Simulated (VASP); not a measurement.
# Cd (P6/mmm) in VASP: further runs

Runs on Cd. Level: LDA. Tasks: single point.

Everything below comes from runs of VASP 6.6.1. Logs are shortened: lines on timing, memory, paths and dates and some standing lists are left out, and cuts for length are marked.

## (1) The cell of the first run

The structure is hexagonal, space group P6/mmm (No. 191). Conventional cell: a = 2.829 Å, b = 2.829 Å, c = 2.862 Å, α = 90.00°, β = 90.00°, γ = 120.00°. Within 3.7 Å of Cd (site symmetry 6/mmm) lie 8 Cd at 2.83 to 2.86 Å.

## (2) Single point, LDA

Contents of INCAR:

```
SYSTEM = Cd
PREC = Accurate
ENCUT = 520
EDIFF = 1E-6
ISMEAR = -1
SIGMA = 0.08
LREAL = .False.
LASPH = .True.
NELM = 100
ALGO = Normal
ISIF = 2
LWAVE = .False.
LCHARG = .False.
NBANDS = 12
```

Contents of KPOINTS:

```
Automatic mesh
0
Gamma
  15 15 14
  0 0 0
```

Contents of POSCAR:

```
Cd
1.0
    2.8294954450      0.0000000000      0.0000000000
   -1.4147477225      2.4504149353      0.0000000000
    0.0000000000      0.0000000000      2.8616742702
Cd
1
Direct
    0.0000000000      0.0000000000      0.0000000000
```

Potentials or basis: VASP PAW LDA potentials, release 64 (Cd).

The run is started by

```console
> cat potpaw_LDA.64/Cd/POTCAR > POTCAR
> mpirun -np 1 vasp_std > vasp.out
```

OUTCAR:

```text
SYSTEM = Cd
   PREC = Accurate
   ENCUT = 520
   EDIFF = 1E-6
   ISMEAR = -1
   LREAL = .False.
   LASPH = .True.
   NELM = 100
   ISIF = 2

 ion  position               nearest neighbor table
   1  0.000  0.000  0.000-

  LATTYP: Found a hexagonal cell.
 ALAT       =     2.8294954450
 C/A-ratio  =     1.0113726372

  Lattice vectors:

 A1 = (   2.8294954450,   0.0000000000,   0.0000000000)
 A2 = (  -1.4147477225,   2.4504149353,   0.0000000000)
 A3 = (   0.0000000000,   0.0000000000,   2.8616742702)

Analysis of symmetry for initial positions (statically):
=====================================================================
 Subroutine PRICEL returns:
 Original cell was already a primitive cell.

 Routine SETGRP: Setting up the symmetry group for a
 hexagonal supercell.

 Subroutine GETGRP returns: Found 24 space group operations
 (whereof 24 operations were pure point group operations)
 out of a pool of 24 trial point group operations.

The static configuration has the point symmetry D_6h.

Analysis of symmetry for dynamics (positions and initial velocities):
=====================================================================
 Subroutine PRICEL returns:
 Original cell was already a primitive cell.

 Routine SETGRP: Setting up the symmetry group for a
 hexagonal supercell.

 Subroutine GETGRP returns: Found 24 space group operations
 (whereof 24 operations were pure point group operations)
 out of a pool of 24 trial point group operations.

The dynamic configuration has the point symmetry D_6h.

 Subroutine INISYM returns: Found 24 space group operations
 (whereof 24 operations are pure point group operations),
 and found     1 'primitive' translations

----------------------------------------------------------------------------------------

                                     Primitive cell

  volume of cell :      19.8412

  direct lattice vectors                    reciprocal lattice vectors
     2.829495445  0.000000000  0.000000000     0.353419901  0.204047075  0.000000000
    -1.414747723  2.450414935  0.000000000     0.000000000  0.408094150  0.000000000
     0.000000000  0.000000000  2.861674270     0.000000000  0.000000000  0.349445781

  length of vectors
     2.829495445  2.829495445  2.861674270     0.408094150  0.408094150  0.349445781

  position of ions in fractional coordinates (direct lattice)
     0.000000000  0.000000000  0.000000000

  ion indices of the primitive-cell ions
   primitive index   ion index
                 1           1

----------------------------------------------------------------------------------------

 KPOINTS: Automatic mesh

Automatic generation of k-mesh.
 Grid dimensions read from file:
 generate k-points for:   15   15   14

 Generating k-lattice:

  Cartesian coordinates                     Fractional coordinates (reciprocal lattice)
     0.023561327  0.013603138  0.000000000     0.066666667  0.000000000  0.000000000
     0.000000000  0.027206277  0.000000000     0.000000000  0.066666667  0.000000000
     0.000000000  0.000000000  0.024960413     0.000000000  0.000000000  0.071428571

  Length of vectors
     0.027206277  0.027206277  0.024960413

  Shift w.r.t. Gamma in fractional coordinates (k-lattice)
     0.000000000  0.000000000  0.000000000

 Subroutine IBZKPT returns following result:
 ===========================================

 Found    216 irreducible k-points:

 Following reciprocal coordinates:
            Coordinates               Weight
  0.000000  0.000000  0.000000      1.000000
  0.066667  0.000000  0.000000      6.000000
  0.133333  0.000000  0.000000      6.000000
  0.200000  0.000000  0.000000      6.000000
  0.266667  0.000000  0.000000      6.000000
  0.333333  0.000000  0.000000      6.000000
[... 16 lines left out ...]
  0.333333  0.200000  0.000000     12.000000
  0.400000  0.200000  0.000000      6.000000
 [... further k-points ...]
   k-points           NKPTS =    216   k-points in BZ     NKDIM =    216   number of bands    NBANDS=     12
   number of dos      NEDOS =    301   number of ions     NIONS =      1
   total plane-waves  NPLWV =  13824
   dimension x,y,z NGX =    24 NGY =   24 NGZ =   24
   dimension x,y,z NGXF=    48 NGYF=   48 NGZF=   48
   ions per type =               1
   NGX,Y,Z   is equivalent  to a cutoff of  14.10, 14.10, 13.94 a.u.
   NGXF,Y,Z  is equivalent  to a cutoff of  28.20, 28.20, 27.89 a.u.
 SYSTEM =  Cd
   PREC   = accura    normal or accurate (medium, high low for compatibility)
   ISTART =      0    job   : 0-new  1-cont  2-samecut
   ICHARG =      2    charge: 1-file 2-atom 10-const
   ISPIN  =      1    spin polarized calculation?
   LNONCOLLINEAR =      F non collinear calculations
   LSORBIT =      F    spin-orbit coupling
   LASPH  =      T    aspherical Exc in radial PAW
   ENCUT  =  520.0 eV  38.22 Ry    6.18 a.u.   5.26  5.26  5.32*2*pi/ulx,y,z
   NELM   =    100;   NELMIN=  2; NELMDL= -5     # of ELM steps
   EDIFF  = 0.1E-05   stopping-criterion for ELM
   LREAL  =      F    real-space projection
   EDIFFG = 0.1E-04   stopping-criterion for IOM
   NSW    =      0    number of steps for IOM
   IBRION =     -1    ionic relax: 0-MD 1-quasi-New 2-CG
   NFREE  =      0    steps in history (QN), initial steepest desc. (CG)
   ISIF   =      2    stress and relaxation
   ISYM   =      2    0-nonsym 1-usesym 2-fastsym
   POTIM  = 0.5000    time-step for ionic-motion
   TEBEG  =    0.0;   TEEND  =   0.0 temperature during run
   PSTRESS=    0.0 pullay stress
   NELECT =      12.0000    total number of electrons
   NUPDOWN=      -1.0000    fix difference up-down
   EMIN   =  10.00;   EMAX   =-10.00  energy-range for DOS
   EFERMI =   0.00;   METHOD = LEGACY
   ISMEAR =    -1;   SIGMA  =   0.08  broadening in eV -4-tet -1-fermi 0-gaus
   EFERMI_NEDOS =   21; number of points for ismear=-14 and -15
   IALGO  =     38    algorithm
   IMIX   =      4    mixing-type and parameters
     AMIX     =   0.40;   BMIX     =  1.00
     AMIX_MAG =   1.60;   BMIX_MAG =  1.00
  volume/ion in A,a.u.               =      19.84       133.90
  Fermi-wavevector in a.u.,A,eV,Ry     =   1.384455  2.616241 26.078515  1.916717
  Thomas-Fermi vector in A             =   2.508958
   LORBIT       =      0    0 simple, 1 ext, 2 COOP (PROOUT), +10 PAW based schemes
   GGA     = CA    functional components
   LHFCALC =     F    Hartree Fock is set to
   AEXX    =    0.0000 exact exchange contribution
   IVDW    =     0    specifies the selected vdW correction
   LEPSILON=     F    determine dielectric tensor
   LRPA    =     F    only Hartree local field effects (RPA)
 non-spin polarized calculation
  energy-cutoff  :      520.00
  volume of cell :       19.84
 maximum number of plane-waves:       545
 NGX is ok and might be reduce to    24
   NGX = 11   NGY = 11   NGZ = 11

 number of electron      11.9999998 magnetization

 Free energy of the ion-electron system (eV)
  ---------------------------------------------------
  ext. energy  EPLUGINS =         0.00000000
  ---------------------------------------------------
  free energy    TOTEN  =        -1.36027787 eV

  energy without entropy =       -1.35318296  energy(sigma->0) =       -1.35673041

 E-fermi :   3.3273     XC(G=0): -11.7742

 val. band max:        3.3171813020   @ k =   0.2667   0.2000   0.5000
 cond. band min:       3.3328595087   @ k =   0.3333   0.0000   0.5000
 fundamental gap:      0.0156782067
 Fermi energy:         3.3272666396

 k-point     1 :       0.0000    0.0000    0.0000
  band No.  band energies     occupation
      1      -7.2415      2.00000
      2      -6.2045      2.00000
      3      -6.1957      2.00000
      4      -6.1957      2.00000
      5      -5.0501      2.00000
      6      -5.0501      2.00000
      7      12.5821      0.00000
      8      17.4966      0.00000
      9      18.5606      0.00000
     10      19.7134      0.00000
     11      19.7134      0.00000
     12      23.2797      0.00000

 k-point     2 :       0.0667    0.0000    0.0000
  band No.  band energies     occupation
      1      -7.1932      2.00000
      2      -6.2356      2.00000
      3      -6.1402      2.00000
      4      -6.0851      2.00000
      5      -5.0888      2.00000
      6      -5.0578      2.00000
      7      12.7596      0.00000
      8      17.5079      0.00000
      9      17.7232      0.00000
     10      18.9377      0.00000
     11      18.9947      0.00000
     12      24.1198      0.00000

 k-point     3 :       0.1333    0.0000    0.0000
  band No.  band energies     occupation
      1      -7.0824      2.00000
      2      -6.3411      2.00000
      3      -5.9803      2.00000
      4      -5.7034      2.00000
      5      -5.1960      2.00000
      6      -5.0794      2.00000
      7      13.2801      0.00000
      8      15.1902      0.00000
      9      17.5951      0.00000
     10      17.6678      0.00000
     11      18.6474      0.00000
     12      25.6936      0.00000

 k-point     4 :       0.2000    0.0000    0.0000
  band No.  band energies     occupation
      1      -6.9762      2.00000
      2      -6.4732      2.00000
      3      -5.7369      2.00000
      4      -5.3489      2.00000
      5      -5.1111      2.00000
      6      -5.0238      2.00000
      7      12.4675      0.00000
      8      14.1108      0.00000
      9      16.3222      0.00000
     10      17.7281      0.00000
     11      18.4304      0.00000
     12      27.2235      0.00000

 k-point     5 :       0.2667    0.0000    0.0000
  band No.  band energies     occupation
      1      -6.9527      2.00000
      2      -6.5479      2.00000
      3      -5.5177      2.00000
      4      -5.4447      2.00000
      5      -5.1473      2.00000
      6      -4.0457      2.00000
      7       9.8092      0.00000
      8      15.1152      0.00000
      9      15.2019      0.00000
     10      17.9300      0.00000
     11      18.2344      0.00000
     12      27.6698      0.00000

 k-point     6 :       0.3333    0.0000    0.0000
  band No.  band energies     occupation
      1      -7.0416      2.00000
      2      -6.5147      2.00000
      3      -5.6729      2.00000
      4      -5.1817      2.00000
      5      -5.1508      2.00000
      6      -2.7924      2.00000
      7       7.2861      0.00000
      8      14.1252      0.00000
      9      16.4860      0.00000
     10      18.0629      0.00000
     11      18.2069      0.00000
     12      25.9219      0.00000

 k-point     7 :       0.4000    0.0000    0.0000
  band No.  band energies     occupation
      1      -7.1489      2.00000
      2      -6.4515      2.00000
      3      -5.7902      2.00000
      4      -5.2085      2.00000
      5      -4.9101      2.00000
      6      -1.3038      2.00000
      7       4.9490      0.00000
      8      13.4172      0.00000
      9      17.8503      0.00000
     10      17.9554      0.00000
     11      18.4886      0.00000
     12      24.2823      0.00000

 k-point     8 :       0.4667    0.0000    0.0000
  band No.  band energies     occupation
      1      -7.2130      2.00000
      2      -6.4111      2.00000
      3      -5.8531      2.00000
      4      -5.2231      2.00000
      5      -4.7738      2.00000
      6       0.2687      2.00000
      7       2.9521      1.98180
      8      13.0464      0.00000
      9      17.8985      0.00000
     10      18.6923      0.00000
     11      18.9802      0.00000
     12      23.0228      0.00000
[... 166 lines left out ...]
 k-point    20 :       0.4000    0.1333    0.0000
  band No.  band energies     occupation
      1      -6.9737      2.00000
      2      -6.3978      2.00000
      3      -5.8091      2.00000
      4      -5.3107      2.00000
      5      -5.1136      2.00000
      6       0.8787      2.00000
      7       3.2123      1.61603
      8      10.1075      0.00000
      9      19.0839      0.00000
     10      19.5465      0.00000
     11      21.2248      0.00000
     12      23.1908      0.00000

 k-point    21 :       0.2000    0.2000    0.0000
  band No.  band energies     occupation
      1      -6.6674      2.00000
      2      -6.5501      2.00000
      3      -5.6362      2.00000
      4      -5.6353      2.00000
      5      -5.2686      2.00000
      6      -2.3067      2.00000
      7       8.7671      0.00000
      8       9.6684      0.00000
      9      16.8410      0.00000
     10      18.4155      0.00000
     11      23.4657      0.00000
     12      25.3766      0.00000

 k-point    22 :       0.2667    0.2000    0.0000
  band No.  band energies     occupation
      1      -6.6580      2.00000
      2      -6.4872      2.00000
      3      -5.7055      2.00000
      4      -5.5453      2.00000
      5      -5.3380      2.00000
      6      -0.9161      2.00000
      7       6.7038      0.00000
      8       8.6670      0.00000
      9      18.1997      0.00000
     10      18.8751      0.00000
     11      23.7463      0.00000
     12      25.1333      0.00000

 k-point    23 :       0.3333    0.2000    0.0000
  band No.  band energies     occupation
      1      -6.7041      2.00000
      2      -6.4031      2.00000
      3      -5.7475      2.00000
      4      -5.4555      2.00000
      5      -5.3890      2.00000
      6       0.6747      2.00000
      7       4.5659      0.00000
      8       8.1792      0.00000
      9      19.3744      0.00000
     10      19.6183      0.00000
     11      23.2845      0.00000
     12      24.0359      0.00000

 k-point    24 :       0.4000    0.2000    0.0000
  band No.  band energies     occupation
      1      -6.7236      2.00000
      2      -6.3723      2.00000
      3      -5.7614      2.00000
      4      -5.4183      2.00000
      5      -5.4078      2.00000
      6       2.1432      2.00000
      7       2.9080      1.98947
      8       8.0178      0.00000
      9      19.6316      0.00000
     10      20.4771      0.00000
     11      22.9452      0.00000
     12      23.1403      0.00000

 [... further k-points ...]
[... 5 lines left out ...]
  --------------------------------------------------------------------------------------
  -------------------------------------------------------------------------------------
  Total        1.0520064      1.0520064      1.0276564      0.0000000      0.0000000      0.0000000
  in kB       84.9493611     84.9493611     82.9831097      0.0000000      0.0000000      0.0000000
  external PRESSURE =      84.2939439 kB  Pullay stress =       0.0000000 kB

 VOLUME and BASIS-vectors are now :
 -----------------------------------------------------------------------------
  energy-cutoff  :      520.00
  volume of cell :       19.84
      direct lattice vectors                 reciprocal lattice vectors
     2.829495445  0.000000000  0.000000000     0.353419901  0.204047075  0.000000000
    -1.414747723  2.450414935  0.000000000     0.000000000  0.408094150  0.000000000
     0.000000000  0.000000000  2.861674270     0.000000000  0.000000000  0.349445781

 POSITION                                       TOTAL-FORCE (eV/Angst)
 -----------------------------------------------------------------------------------
      0.00000      0.00000      0.00000         0.000000      0.000000      0.000000
 -----------------------------------------------------------------------------------
    total drift:                                0.000000     -0.000000      0.000000

  FREE ENERGIE OF THE ION-ELECTRON SYSTEM (eV)
  ---------------------------------------------------
  free  energy   TOTEN  =        -1.3602778668 eV

  energy  without entropy=       -1.3531829604  energy(sigma->0) =       -1.35673041
```

Run time: 22 s. Hardware: 1 thread of Intel Xeon 6975P-C, shared host; peak memory 0.16 GiB.

What came out:

```yaml
Free_energy: -1.3603 eV
Pressure: 8.4 GPa
Band_gap_on_the_k_mesh: zero (band 6 reaches 7.01 eV, above the bottom of band 7 at -0.22 eV)
```

Levels at points of the mesh, in eV from the Fermi level:
| k point | band 4 | band 5 | band 6 | band 7 | band 8 | band 9 |
| --- | --- | --- | --- | --- | --- | --- |
| (0.00, 0.00, 0.00) | -9.52 | -8.38 | -8.38 | 9.25 | 14.17 | 15.23 |
| (0.00, 0.00, 0.50) | -8.84 | -8.84 | -3.62 | -3.55 | 17.91 | 19.75 |

## (3) Single point, LDA

Contents of INCAR:

```
SYSTEM = Cd
ALGO = Normal
EDIFF = 1E-6
ENCUT = 520
ISIF = 2
ISMEAR = -1
LASPH = .True.
LCHARG = .False.
LREAL = .False.
LWAVE = .False.
NBANDS = 12
NELM = 60
PREC = Accurate
SIGMA = 0.08
```

Contents of KPOINTS:

```
k-points
0
Gamma
  15 15 14
  0 0 0
```

Contents of POSCAR:

```
Cd
1.0
    2.8295185304      0.0000000000      0.0000000000
   -1.4147592652      2.4504349278      0.0000000000
    0.0000000000      0.0000000000      2.8625760586
Cd
1
Direct
    0.0000000000      0.0000000000      0.0000000000
```

Potentials or basis: VASP PAW LDA potentials, release 64 (Cd).

The run is started by

```console
> cat potpaw_LDA.64/Cd/POTCAR > POTCAR
> mpirun -np 1 vasp_std > vasp.out
```

Wall time 20 s (1 thread of Intel Xeon 6975P-C, shared host); peak memory 0.16 GiB.

Results (log left out):

```yaml
Free_energy: -1.3606 eV
Pressure: 8.4 GPa
Band_gap_on_the_k_mesh: zero (band 6 reaches 7.01 eV, above the bottom of band 7 at -0.23 eV)
```

Stress tensor (GPa, compression positive):
```
8.47 0.00 0.00
0.00 8.47 0.00
0.00 0.00 8.26
```

Levels at points of the mesh, in eV from the Fermi level:
```csv
k point,band 3,band 4,band 5,band 6,band 7,band 8,band 9,band 10
"(0.00, 0.00, 0.00)",-9.52,-9.52,-8.38,-8.38,9.25,14.16,15.24,16.39
"(0.00, 0.00, 0.50)",-9.43,-8.84,-8.84,-3.62,-3.55,17.91,19.75,20.66
```
